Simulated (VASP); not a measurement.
# NaB4 (Pmmm) in VASP: relaxation of cell and atoms with PBE

Aim: the relaxation of cell and atoms of NaB4 with PBE.

Everything below comes from runs of VASP 6.6.1. Logs are shortened: lines on timing, memory, paths and dates and some standing lists are left out, and cuts for length are marked.

### Step 1. The cell of the first run

Symmetry: Pmmm, No. 47, orthorhombic system. The conventional cell has a = 3.128 Å, b = 4.098 Å, c = 5.532 Å, α = 90.00°, β = 90.00°, γ = 90.00°. Within 3.6 Å of Na (site symmetry mmm) lie 12 B at 2.75 to 3.09 Å and 2 Na at 3.13 Å. Within 2.1 Å of B (site symmetry mm2) lie 3 B at 1.57 to 1.85 Å. Within 2.2 Å of B (site symmetry mm2) lie 3 B at 1.57 to 2.11 Å.

### Step 2. Relaxation of cell and atoms, PBE

INCAR reads:

```
ALGO     = Normal         # electronic algorithm
EDIFF    = 1E-7           # SCF threshold, eV
EDIFFG   = -0.01          # ionic threshold
ENCUT    = 600            # plane-wave cutoff, eV
GGA      = PE             # functional
IBRION   = 2              # ionic algorithm
ISIF     = 3              # what is computed and relaxed
ISMEAR   = 0              # smearing method
LASPH    = True           # aspherical terms in the spheres
LCHARG   = False          # write CHGCAR
LREAL    = False          # projectors in reciprocal space
LWAVE    = False          # write WAVECAR
NELM     = 100            # most SCF steps
NSW      = 100            # ionic steps
PREC     = Accurate       # precision mode
SIGMA    = 0.1            # smearing width, eV
```

KPOINTS reads:

```
k-points
0
Gamma
  12 10 8
```

POSCAR reads:

```
NaB4
1.0
    3.1280599115      0.0000000000      0.0000000000
    0.0000000000      4.0980451691      0.0000000000
    0.0000000000      0.0000000000      5.5320253743
Na B
1 4
Direct
    0.5000000000      0.5000000000      0.5000000000
    0.5000000000      0.0000000000      0.1673182942
    0.0000000000      0.0000000000      0.8094927383
    0.0000000000      0.0000000000      0.1905072617
    0.5000000000      0.0000000000      0.8326817058
```

Potentials or basis: VASP PAW PBE potentials, release 64 (Na_pv, B).

Launch:

```console
$ cat potpaw_PBE.64/Na_pv/POTCAR potpaw_PBE.64/B/POTCAR > POTCAR
$ mpirun -np 1 vasp_std > vasp.out
```

OUTCAR:

```text
EDIFF = 1E-7
   EDIFFG = -0.01
   ENCUT = 600
   GGA = PE
   IBRION = 2
   ISIF = 3
   ISMEAR = 0
   LASPH = True
   LREAL = False
   NELM = 100
   NSW = 100
   PREC = Accurate

 ion  position               nearest neighbor table
   1  0.500  0.500  0.500-
   2  0.500  0.000  0.167-   4 1.57   4 1.57   5 1.85
   3  0.000  0.000  0.809-   5 1.57   5 1.57   4 2.11
   4  0.000  0.000  0.191-   2 1.57   2 1.57   3 2.11
   5  0.500  0.000  0.833-   3 1.57   3 1.57   2 1.85

  LATTYP: Found a simple orthorhombic cell.
 ALAT       =     3.1280599115
 B/A-ratio  =     1.3100916495
 C/A-ratio  =     1.7685164386

  Lattice vectors:

 A1 = (   3.1280599115,   0.0000000000,   0.0000000000)
 A2 = (   0.0000000000,   4.0980451691,   0.0000000000)
 A3 = (   0.0000000000,   0.0000000000,   5.5320253743)

Analysis of symmetry for initial positions (statically):
=====================================================================
 Subroutine PRICEL returns:
 Original cell was already a primitive cell.

 Routine SETGRP: Setting up the symmetry group for a
 simple orthorhombic supercell.

 Subroutine GETGRP returns: Found  8 space group operations
 (whereof  8 operations were pure point group operations)
 out of a pool of  8 trial point group operations.

The static configuration has the point symmetry D_2h.

Analysis of symmetry for dynamics (positions and initial velocities):
=====================================================================
 Subroutine PRICEL returns:
 Original cell was already a primitive cell.

 Routine SETGRP: Setting up the symmetry group for a
 simple orthorhombic supercell.

 Subroutine GETGRP returns: Found  8 space group operations
 (whereof  8 operations were pure point group operations)
 out of a pool of  8 trial point group operations.

The dynamic configuration has the point symmetry D_2h.

 Subroutine INISYM returns: Found  8 space group operations
 (whereof  8 operations are pure point group operations),
 and found     1 'primitive' translations

----------------------------------------------------------------------------------------

                                     Primitive cell

  volume of cell :      70.9147

  direct lattice vectors                    reciprocal lattice vectors
     3.128059911  0.000000000  0.000000000     0.319686972  0.000000000  0.000000000
[... 165 lines left out ...]
      1.56403      2.04902      2.76601        -0.000000      0.000000      0.000000
      1.56403      0.00000      0.92561        -0.000000      0.000000     -0.015237
      0.00000      0.00000      4.47813        -0.000000     -0.000000      0.012716
      0.00000      0.00000      1.05389         0.000000      0.000000     -0.012716
      1.56403      0.00000      4.60642        -0.000000      0.000000      0.015237
 -----------------------------------------------------------------------------------
    total drift:                                0.000000      0.000000      0.000000

  FREE ENERGIE OF THE ION-ELECTRON SYSTEM (eV)
  ---------------------------------------------------
  free  energy   TOTEN  =       -25.3310163156 eV

  energy  without entropy=      -25.3250969809  energy(sigma->0) =      -25.32805665

--------------------------------------- Ionic step        2  -------------------------------------------

 number of electron      19.0000005 magnetization

 Free energy of the ion-electron system (eV)
  ---------------------------------------------------
  ext. energy  EPLUGINS =         0.00000000
  ---------------------------------------------------
  free energy    TOTEN  =       -25.33105246 eV

  energy without entropy =      -25.32517581  energy(sigma->0) =      -25.32811414

 E-fermi :   1.5245     XC(G=0):  -8.6694

 val. band max:        1.5193312351   @ k =   0.3333   0.5000   0.2500
 cond. band min:       1.5250704020   @ k =   0.0833   0.1000   0.1250
 fundamental gap:      0.0057391669
 Fermi energy:         1.5244894193

 k-point     1 :       0.0000    0.0000    0.0000
  band No.  band energies     occupation
      1     -22.3270      2.00000
      2     -22.2920      2.00000
      3     -22.2886      2.00000
      4     -10.1628      2.00000
      5      -5.7663      2.00000
      6      -3.3129      2.00000
      7      -2.8348      2.00000
      8      -1.2159      2.00000
      9      -0.6268      2.00000
     10       1.6314      0.13050
     11       4.9907      0.00000
     12       5.2002      0.00000
     13       6.7257      0.00000
[... 354 lines left out ...]
  band No.  band energies     occupation
      1     -22.3522      2.00000
      2     -22.2957      2.00000
      3     -22.2845      2.00000
      4      -9.7156      2.00000
      5      -5.3815      2.00000
      6      -3.7550      2.00000
      7      -2.7122      2.00000
      8      -1.8879      2.00000
      9      -1.1000      2.00000
     10       1.1885      2.00000
     11       5.2987      0.00000
     12       5.8991      0.00000
     13       7.0550      0.00000

 [... further k-points ...]

------------------------ aborting loop because EDIFF is reached ----------------------------------------

  FORCE on cell =-STRESS in cart. coord.  units (eV):
  Direction    XX          YY          ZZ          XY          YZ          ZX
  --------------------------------------------------------------------------------------
  -------------------------------------------------------------------------------------
  Total       -0.0464238     -0.0067275      0.0043495      0.0000000      0.0000000      0.0000000
  in kB       -1.0493305     -0.1520645      0.0983120      0.0000000      0.0000000      0.0000000
  external PRESSURE =      -0.3676943 kB  Pullay stress =       0.0000000 kB

 VOLUME and BASIS-vectors are now :
 -----------------------------------------------------------------------------
  energy-cutoff  :      600.00
  volume of cell :       70.88
      direct lattice vectors                 reciprocal lattice vectors
     3.128806387  0.000000000  0.000000000     0.319610700 -0.000000000  0.000000000
     0.000000000  4.097991873  0.000000000    -0.000000000  0.244021958  0.000000000
     0.000000000  0.000000000  5.528268948     0.000000000  0.000000000  0.180888450

 POSITION                                       TOTAL-FORCE (eV/Angst)
 -----------------------------------------------------------------------------------
      1.56440      2.04900      2.76413         0.000000     -0.000000      0.000000
      1.56440      0.00000      0.92425        -0.000000     -0.000000      0.004860
      3.12881      4.09799      4.47571        -0.000000      0.000000      0.001504
      0.00000      0.00000      1.05256        -0.000000      0.000000     -0.001504
      1.56440      0.00000      4.60402        -0.000000     -0.000000     -0.004860
 -----------------------------------------------------------------------------------
    total drift:                                0.000000      0.000000      0.000000

  FREE ENERGIE OF THE ION-ELECTRON SYSTEM (eV)
  ---------------------------------------------------
  free  energy   TOTEN  =       -25.3310524618 eV

  energy  without entropy=      -25.3251758090  energy(sigma->0) =      -25.32811414

 reached required accuracy - stopping structural energy minimisation
```

CONTCAR:

```text
NaB4
   1.00000000000000
     3.1288063869859868    0.0000000000000000    0.0000000000000000
     0.0000000000000000    4.0979918732322691    0.0000000000000000
     0.0000000000000000    0.0000000000000000    5.5282689483291589
  Na              B
     1     4
Direct
     0.5000000000000000    0.5000000000000000    0.5000000000000000
     0.5000000000000000    0.0000000000000000    0.1671854222187487
     1.0000000000000000    1.0000000000000000    0.8096036332289255
     0.0000000000000000    0.0000000000000000    0.1903963667710746
     0.5000000000000000    0.0000000000000000    0.8328145777812513

  0.00000000E+00  0.00000000E+00  0.00000000E+00
  0.00000000E+00  0.00000000E+00  0.00000000E+00
  0.00000000E+00  0.00000000E+00  0.00000000E+00
  0.00000000E+00  0.00000000E+00  0.00000000E+00
  0.00000000E+00  0.00000000E+00  0.00000000E+00
```

Run time: 2.3 min. Hardware: 1 thread of Intel Xeon 6975P-C (Granite Rapids), shared host; peak memory 0.37 GiB.

What came out:

```
Free energy                           : -25.3311 eV
Relaxed volume                        : 14.18 Å³/atom
Relaxed cell                          : a = 3.129 Å, b = 4.098 Å, c = 5.528 Å, α = 90.00°, β = 90.00°, γ = 90.00°
Space group after relaxing (to 0.1 Å) : Pmmm (No. 47)
Energy gained by relaxing             : 0.0 meV/atom
Ionic steps                           : 2
Pressure after relaxing               : 0.0 GPa
Largest force after relaxing          : 0.005 eV/Å
Band gap on the k mesh                : zero (an odd number of electrons rules out a gap without spin polarisation)
```

Forces in eV/Å, atoms in the order of the input:
```
Na   0.000  0.000  0.000
B    0.000  0.000  0.005
B    0.000  0.000  0.002
B    0.000  0.000 -0.002
B    0.000  0.000 -0.005
```

Stress tensor (GPa, compression positive):
```
-0.10  0.00  0.00
 0.00 -0.02  0.00
 0.00  0.00  0.01
```

Final structure:
```
Na B
1.0
     3.12881    0.00000    0.00000
     0.00000    4.09799    0.00000
     0.00000    0.00000    5.52827
Na B
1 4
Direct
  0.50000 0.50000 0.50000
  0.50000 0.00000 0.16719
  0.00000 0.00000 0.80960
  0.00000 0.00000 0.19040
  0.50000 0.00000 0.83281
```
